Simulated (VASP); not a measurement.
# CdS (Fm-3m) in VASP: further runs, part 2 of 2

VASP 6.6.1.

### Step 3. Single point, LDA

Contents of INCAR:

```
SYSTEM = CdS
  PREC = Accurate
  ENCUT = 520
  EDIFF = 1E-7
  ISMEAR = -1
  SIGMA = 0.02
  LREAL = .False.
  LASPH = .True.
  NELM = 60
  ALGO = Normal
  ISIF = 2
  LWAVE = .False.
  LCHARG = .True.
  LELF = .True.
  LVHAR = .True.
  NBANDS = 16
```

Contents of KPOINTS:

```
regular mesh
0
Gamma
  9 9 9
  0 0 0
```

Contents of POSCAR:

```
CdS
1.0
    0.0000000000      2.6697820582      2.6697820582
    2.6697820582      0.0000000000      2.6697820582
    2.6697820582      2.6697820582      0.0000000000
Cd S
1 1
Direct
    0.0000000000      0.0000000000      0.0000000000
    0.5000000000      0.5000000000      0.5000000000
```

Potentials or basis: VASP PAW LDA potentials, release 64 (Cd, S).

Command:

```console
> cat potpaw_LDA.64/Cd/POTCAR potpaw_LDA.64/S/POTCAR > POTCAR
> mpirun -np 1 vasp_std > vasp.out
```

Wall time 9.9 s (1 thread of Intel Xeon 6975P-C (Granite Rapids), shared host); peak memory 0.15 GiB.

The run converged. Its results:

- Free energy: -7.2651 eV
- Pressure: 0.8 GPa
- Band gap on the k mesh: 0.15 eV, indirect (least direct gap 1.95 eV)

Levels at points of the mesh, in eV from the valence-band top:
```tsv
k point	band 6	band 7	band 8	band 9	band 10	band 11	band 12	band 13
(0.00, 0.00, 0.00)	-7.85	-0.92	-0.92	-0.92	1.03	9.18	9.18	9.18
```

A k mesh can miss the band edges.

### Step 4. Relaxation of cell and atoms, LDA

This run uses another cell than the first one, of 20.87 Å³/atom, 1.097 times its volume.

Contents of INCAR:

```
  PREC = Accurate
  ENCUT = 600
  EDIFF = 1E-6
  ISMEAR = -1
  SIGMA = 0.02
  LREAL = False
  LASPH = True
  NELM = 80
  ALGO = Normal
  ISIF = 3
  LWAVE = False
  LCHARG = False
  GGA = CA
  IBRION = 2
  NSW = 70
  EDIFFG = -0.005
```

Contents of KPOINTS:

```
regular mesh
0
Gamma
  9 9 9
```

Contents of POSCAR:

```
CdS
1.0
    0.0000000000      2.7532440000      2.7532440000
    2.7532440000      0.0000000000      2.7532440000
    2.7532440000      2.7532440000      0.0000000000
Cd S
1 1
Direct
    0.0000000000      0.0000000000      0.0000000000
    0.5000000000      0.5000000000      0.5000000000
```

Potentials or basis: VASP PAW LDA potentials, release 64 (Cd, S).

Command:

```console
> cat potpaw_LDA.64/Cd/POTCAR potpaw_LDA.64/S/POTCAR > POTCAR
> mpirun -np 1 vasp_std > vasp.out
```

OUTCAR:

```text
PREC = Accurate
   ENCUT = 600
   EDIFF = 1E-6
   ISMEAR = -1
   LREAL = False
   LASPH = True
   NELM = 80
   ISIF = 3
   GGA = CA
   IBRION = 2
   NSW = 70
   EDIFFG = -0.005

 ion  position               nearest neighbor table
   1  0.000  0.000  0.000-   2 2.75   2 2.75   2 2.75   2 2.75   2 2.75   2 2.75
   2  0.500  0.500  0.500-   1 2.75   1 2.75   1 2.75   1 2.75   1 2.75   1 2.75

  LATTYP: Found a face centered cubic cell.
 ALAT       =     5.5064880000

  Lattice vectors:

 A1 = (   0.0000000000,   2.7532440000,   2.7532440000)
 A2 = (   2.7532440000,   0.0000000000,   2.7532440000)
 A3 = (   2.7532440000,   2.7532440000,   0.0000000000)

Analysis of symmetry for initial positions (statically):
=====================================================================
 Subroutine PRICEL returns:
 Original cell was already a primitive cell.

 Routine SETGRP: Setting up the symmetry group for a
 face centered cubic supercell.

 Subroutine GETGRP returns: Found 48 space group operations
 (whereof 48 operations were pure point group operations)
 out of a pool of 48 trial point group operations.

The static configuration has the point symmetry O_h .

Analysis of symmetry for dynamics (positions and initial velocities):
=====================================================================
 Subroutine PRICEL returns:
 Original cell was already a primitive cell.
[... 231 lines left out ...]
  ---------------------------------------------------
  ext. energy  EPLUGINS =         0.00000000
  ---------------------------------------------------
  free energy    TOTEN  =        -7.26703262 eV

  energy without entropy =       -7.26686945  energy(sigma->0) =       -7.26695104

 E-fermi :   3.5322     XC(G=0): -11.0721

 val. band max:        3.4384907135   @ k =  -0.3333   0.1111   0.0000
 cond. band min:       3.5912858805   @ k =   0.4444   0.4444   0.0000
 fundamental gap:      0.1527951670
 Fermi energy:         3.5322078431

 k-point     1 :       0.0000    0.0000    0.0000
  band No.  band energies     occupation
      1      -9.8389      2.00000
      2      -4.3915      2.00000
      3      -4.3915      2.00000
      4      -4.3866      2.00000
      5      -4.3866      2.00000
      6      -4.3866      2.00000
      7       2.5371      2.00000
      8       2.5371      2.00000
      9       2.5371      2.00000
     10       4.4353      0.00000
     11      12.6183      0.00000
     12      12.6183      0.00000
     13      12.6183      0.00000
[... 354 lines left out ...]
  band No.  band energies     occupation
      1      -8.8050      2.00000
      2      -4.5829      2.00000
      3      -4.2605      2.00000
      4      -4.0634      2.00000
      5      -4.0634      2.00000
      6      -3.4640      2.00000
      7      -1.0640      2.00000
      8       1.0337      2.00000
      9       1.0337      2.00000
     10       3.5913      0.09910
     11       9.3158      0.00000
     12      13.2808      0.00000
     13      14.6698      0.00000

 [... further k-points ...]

------------------------ aborting loop because EDIFF is reached ----------------------------------------

  FORCE on cell =-STRESS in cart. coord.  units (eV):
  Direction    XX          YY          ZZ          XY          YZ          ZX
  --------------------------------------------------------------------------------------
  -------------------------------------------------------------------------------------
  Total       -0.0009755     -0.0009755     -0.0009755      0.0000000      0.0000000      0.0000000
  in kB       -0.0407546     -0.0407546     -0.0407546      0.0000000      0.0000000      0.0000000
  external PRESSURE =      -0.0407546 kB  Pullay stress =       0.0000000 kB
[... 17 lines left out ...]
  FREE ENERGIE OF THE ION-ELECTRON SYSTEM (eV)
  ---------------------------------------------------
  free  energy   TOTEN  =        -7.2670326199 eV

  energy  without entropy=       -7.2668694520  energy(sigma->0) =       -7.26695104

 reached required accuracy - stopping structural energy minimisation
```

CONTCAR:

```text
CdS
   1.00000000000000
    -0.0000000000000000    2.6765859840820294    2.6765859840820294
     2.6765859840820299    0.0000000000000000    2.6765859840820294
     2.6765859840820299    2.6765859840820294   -0.0000000000000000
  Cd              S
     1     1
Direct
     0.0000000000000000    0.0000000000000000    0.0000000000000000
     0.5000000000000000    0.5000000000000000    0.5000000000000000

  0.00000000E+00  0.00000000E+00  0.00000000E+00
  0.00000000E+00  0.00000000E+00  0.00000000E+00
```

Wall time 19 s (1 thread of Intel Xeon 6975P-C (Granite Rapids), shared host); peak memory 0.18 GiB.

What came out:

* Free energy: -7.2670 eV
* Relaxed volume: 19.18 Å³/atom
* Relaxed cell: a = 3.785 Å, b = 3.785 Å, c = 3.785 Å, α = 60.00°, β = 60.00°, γ = 60.00°
* Space group after relaxing (to 0.05 Å): Fm-3m (No. 225)
* Energy gained by relaxing: 36.9 meV/atom
* Ionic steps: 3
* Pressure after relaxing: 0.0 GPa
* Band gap on the k mesh: 0.15 eV, indirect (least direct gap 1.90 eV)

The path:
| step | energy change (eV) | largest force (eV/Å) | pressure (GPa) | volume (Å³) |
| --- | --- | --- | --- | --- |
| 1 | 0.0000 | 0.0000 | -6.41 | 41.74 |
| 2 | -0.0566 | 0.0000 | 3.92 | 36.90 |
| 3 | -0.0738 | 0.0000 | 0.00 | 38.35 |

Final structure:
```xyz
2
Lattice="0.0000 2.6766 2.6766 2.6766 0.0000 2.6766 2.6766 2.6766 0.0000" Properties=species:S:1:pos:R:3 pbc="T T T"
Cd    0.0000    0.0000    0.0000
S     2.6766    2.6766    2.6766
```

A k mesh can miss the band edges.

### Step 5. Relaxation of cell and atoms, LDA

This run uses another cell than the first one, of 20.87 Å³/atom, 1.097 times its volume.

Contents of INCAR:

```
  PREC = Accurate
  ENCUT = 540
  EDIFF = 1E-7
  ISMEAR = -1
  SIGMA = 0.02
  LREAL = False
  LASPH = True
  NELM = 120
  ALGO = Normal
  ISIF = 3
  LWAVE = False
  LCHARG = False
  GGA = CA
  IBRION = 2
  NSW = 70
  EDIFFG = -0.005
  GGA_COMPAT = False
  NELMIN = 4
```

KPOINTS is that of step 4.

POSCAR is that of step 4.

Potentials or basis: VASP PAW LDA potentials, release 64 (Cd_sv_GW, S).

Command:

```console
> cat potpaw_LDA.64/Cd_sv_GW/POTCAR potpaw_LDA.64/S/POTCAR > POTCAR
> mpirun -np 1 vasp_std > vasp.out
```

It took 65 s on 1 thread of Intel Xeon Platinum 8259CL at 2.50GHz (Skylake/Cascade Lake), shared host; peak memory 0.19 GiB.

The run converged. Its results:

```yaml
Free_energy: -7.3282 eV
Relaxed_volume: 18.91 Å³/atom
Relaxed_cell: a = 3.768 Å, b = 3.768 Å, c = 3.768 Å, α = 60.00°, β = 60.00°, γ = 60.00°
Space_group_after_relaxing_to_0.05_Å: Fm-3m (No. 225)
Energy_gained_by_relaxing: 53.6 meV/atom
Ionic_steps: 3
Pressure_after_relaxing: 0.0 GPa
Band_gap_on_the_k_mesh: 0.16 eV, indirect (least direct gap 2.03 eV)
```

Step by step:
| step | energy change (eV) | largest force (eV/Å) | pressure (GPa) | volume (Å³) |
| --- | --- | --- | --- | --- |
| 1 | 0.0000 | 0.0000 | -7.97 | 41.74 |
| 2 | -0.0688 | 0.0000 | 6.33 | 35.78 |
| 3 | -0.1071 | 0.0000 | -0.04 | 37.83 |

Final structure:
```xyz
2
Lattice="0.0000 2.6643 2.6643 2.6643 0.0000 2.6643 2.6643 2.6643 0.0000" Properties=species:S:1:pos:R:3 pbc="T T T"
Cd    0.0000    0.0000    0.0000
S     2.6643    2.6643    2.6643
```

Levels at points of the mesh, in eV from the valence-band top:
```tsv
k point	band 9	band 10	band 11	band 12	band 13	band 14	band 15	band 16	band 17
(0.00, 0.00, 0.00)	-7.86	-7.86	-0.96	-0.96	-0.96	1.07	9.18	9.18	9.18
```

A k mesh can miss the band edges.

### Step 6. Summary

```tsv
task	potentials or basis	cell	cutoff (eV)	second run	gap on the mesh (eV)	pressure (GPa)	relaxed volume (Å³/atom)
single point	VASP PAW LDA potentials, release 64 (Cd, S)	a = 3.776 Å, angles 60.0°, 2 atoms	520	-	0.15	0.8	-
relaxation of cell and atoms	VASP PAW LDA potentials, release 64 (Cd, S)	relaxed from a = 3.894 Å, angles 60.0°, 2 atoms	600	-	0.15	0.0	19.18
relaxation of cell and atoms	VASP PAW LDA potentials, release 64 (Cd_sv_GW, S)	relaxed from a = 3.894 Å, angles 60.0°, 2 atoms	540	valence_matched	0.16	0.0	18.91
```

Alike in all rows: level LDA; no spin polarisation; k mesh 9 × 9 × 9; smearing fermi-dirac 0.02 eV.

Total energies depend on the potentials used, so only differences within one code and one set of settings carry meaning.
